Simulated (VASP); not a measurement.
Set up this calculation in VASP 6.6.1, as the native input.

```
Task                   : single point
Functional             : LDA
Potentials or basis    : VASP PAW LDA potentials, release 64 (Ca_sv, O)
Cutoff                 : 600 eV
k mesh                 : 9 × 9 × 9
Occupations            : fermi-dirac, width 0.03 eV
Spin                   : no spin polarisation
Dipole correction      : no
Further INCAR settings : ALGO = Normal; EDIFF = 1e-06; NBANDS = 15
```

The structure of CaO lies in POSCAR:

```
CaO
1.0
    0.0000000000      2.4490000000      2.4490000000
    2.4490000000      0.0000000000      2.4490000000
    2.4490000000      2.4490000000      0.0000000000
Ca O
1 1
Direct
    0.0000000000      0.0000000000      0.0000000000
    0.5000000000      0.5000000000      0.5000000000
```

One way to write it, as run:

INCAR

```
SYSTEM = CaO
ALGO     = Normal         ! electronic algorithm
EDIFF    = 1E-6           ! SCF threshold, eV
ENCUT    = 600            ! plane-wave cutoff, eV
GGA_COMPAT= .FALSE.      
ISIF     = 2              ! what is computed and relaxed
ISMEAR   = -1             ! smearing method
LASPH    = .TRUE.         ! aspherical terms in the spheres
LCHARG   = .FALSE.        ! write CHGCAR
LREAL    = .FALSE.        ! projectors in reciprocal space
LWAVE    = .FALSE.        ! write WAVECAR
NBANDS   = 15             ! bands
NELM     = 120            ! most SCF steps
PREC     = Accurate       ! precision mode
SIGMA    = 0.03           ! smearing width, eV
```

KPOINTS

```
k-points
0
G
  9 9 9
  0 0 0
```

Potentials or basis: VASP PAW LDA potentials, release 64 (Ca_sv, O).

Launch:

```bash
$ cat potpaw_LDA.64/Ca_sv/POTCAR potpaw_LDA.64/O/POTCAR > POTCAR
$ mpirun -np 1 vasp_std > vasp.out
```

Results of the run:

The pressure is -11.3 GPa. The band gap on the k mesh is 3.53 eV (least direct gap 3.92 eV).

Caveat: the cell stands under tension; an odd mesh through Γ misses points on the zone boundary, where band edges can lie.

It took 17 s on 1 thread of Intel(R) Xeon(R) Platinum 8259CL CPU @ 2.50GHz (Skylake/Cascade Lake), with other jobs on the host, peak memory 0.15 GiB.
